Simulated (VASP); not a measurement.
PtS2: single point with PBE+D3(BJ)

Slab: PtS2, a slab with vacuum.

```
S Pt
1.0
     3.54153    0.00000    0.00000
    -1.77076    3.06705    0.00000
     0.00000    0.00000   22.46707
S Pt
4 2
Direct
  0.66667 0.33333 0.20029
  0.33333 0.66667 0.31083
  0.33333 0.16667 0.45505
  0.66667 0.83333 0.56559
  0.00000 0.00000 0.25556
  0.00000 0.50000 0.51032
```

```json
{
  "Program": "VASP 6.6.1",
  "Task": "single point",
  "Functional": "PBE",
  "Dispersion": "D3(BJ)",
  "Potentials or basis": "VASP PAW PBE potentials, release 64 (S, Pt)",
  "Cutoff": "520 eV",
  "k mesh": "9 × 9 × 1",
  "Occupations": "gaussian, width 0.05 eV",
  "Spin": "no spin polarisation"
}
```

```
Largest force              : 0.087 eV/Å
Band gap on the k mesh     : 1.35 eV, indirect (least direct gap 1.46 eV)
Dispersion energy per atom : -0.321 eV
```

Forces in eV/Å, atoms in the order of the input:
```
S   -0.008 -0.005  0.037
S   -0.007 -0.004 -0.008
S   -0.007 -0.004  0.008
S   -0.008 -0.005 -0.037
Pt   0.015  0.009  0.086
Pt   0.015  0.009 -0.086
```

Levels at points of the mesh, in eV from the valence-band top:
```csv
k point,band 20,band 21,band 22,band 23,band 24,band 25
"(0.00, 0.00, 0.00)",-0.55,-0.52,-0.46,2.85,2.90,2.94
```

Run time: 2.5 min on 1 thread of Intel(R) Xeon(R) 6975P-C (Granite Rapids), on a shared host, peak memory 0.42 GiB.

Caveat: spin-orbit coupling is left out, which moves the levels of the heavy elements.
